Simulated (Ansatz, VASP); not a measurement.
**Al: VASP beside Ansatz**

The input POSCAR:

```
Al
1.0
   -1.5759003900      1.6569236100      1.6579838500
    1.4794763400     -1.5976414500      1.5022776300
    1.6144548200      1.6361958800     -1.5987016800
Al
1
Direct
    0.0000000000      0.0000000000      0.0000000000
```

INCAR.step1

```
SYSTEM = Al
  ALGO = Normal
  EDIFF = 1E-5
  ENCUT = 600
  GGA = PE
  ISMEAR = -1
  LASPH = .True.
  LCHARG = .False.
  LREAL = .False.
  LWAVE = .True.
  NBANDS = 8
  NELM = 80
  PREC = Accurate
  SIGMA = 0.05
```

Contents of INCAR.step2:

```
SYSTEM = Al
  AEXX = 0.25
  ALGO = Normal
  EDIFF = 1E-6
  EDIFFG = -0.01
  ENCUT = 600
  GGA = PS
  IBRION = 2
  ISIF = 3
  ISMEAR = -1
  ISTART = 1
  LASPH = .True.
  LCHARG = .False.
  LHFCALC = .True.
  LREAL = .False.
  LWAVE = .False.
  NELM = 80
  NSW = 60
  PREC = Accurate
  PRECFOCK = Normal
  SIGMA = 0.05
```

The input KPOINTS:

```
k-points
0
Gamma
  6 6 6
  0 0 0
```

input

```
crystal:
  lattice:
    - [-1.57590039, 1.65692361, 1.65798385]
    - [1.47947634, -1.59764145, 1.50227763]
    - [1.61445482, 1.63619588, -1.59870168]
  atoms:
    - { symbol: Al, position: [0.0, 0.0, 0.0] }
hamiltonian:
  xc: { exchange: pbesol, correlation: pbesol, exx: { coeff: 0.25 } }
  pseudopotentials: { kind: paw }
kpoints:
  mp_grid: { grid: [6, 6, 6] }
scf:
  occupations: { method: fermi_dirac, width: 0.05 }
output:
  forces: true
  stress: true
  eigenvalues: true
relax:
  f_tol: 0.01
  max_steps: 40
  cell: { stress_tol: 0.05 }
```

Change from the starting cell: cell sheared at random, sigma 0.03, atoms nudged by 0.01 Å.

Alike in both runs: task relaxation of cell and atoms; functional PBEsol-based global hybrid; k mesh 6 × 6 × 6; occupations fermi-dirac, width 0.05 eV; no spin polarisation.

|  | VASP | Ansatz |
| --- | --- | --- |
| version | VASP 6.6.1 | Ansatz 0.2.0 |
| potentials or method | VASP PAW PBE potentials, release 64 (Al) | Ansatz PAW |
| plane-wave cutoff (eV) | 600 | 420 |
| valence electrons in the cell | 3 | 3 |

Ansatz gave:

```
gap on the k mesh at the Fermi level, each at its own relaxed structure (eV) : none
relaxed volume (Å³/atom)                                                     : 16.54
relaxed cell length with the largest relative difference (Å)                 : 2.788
```

Which values does VASP return?

gap on the k mesh at the Fermi level, each at its own relaxed structure (eV): none; relaxed volume (Å³/atom): 16.53; relaxed cell length with the largest relative difference (Å): 2.762.

VASP's potentials were made for PBE, not for PBEsol-based global hybrid. A gap of «none» marks a metal or a gap that the smearing closes.

The k mesh is coarse, so the values compare programs but aren't converged. Noted on Ansatz's run: the plane-wave basis is chosen anew once the cell has moved, so the energies of steps on either side of that aren't comparable.
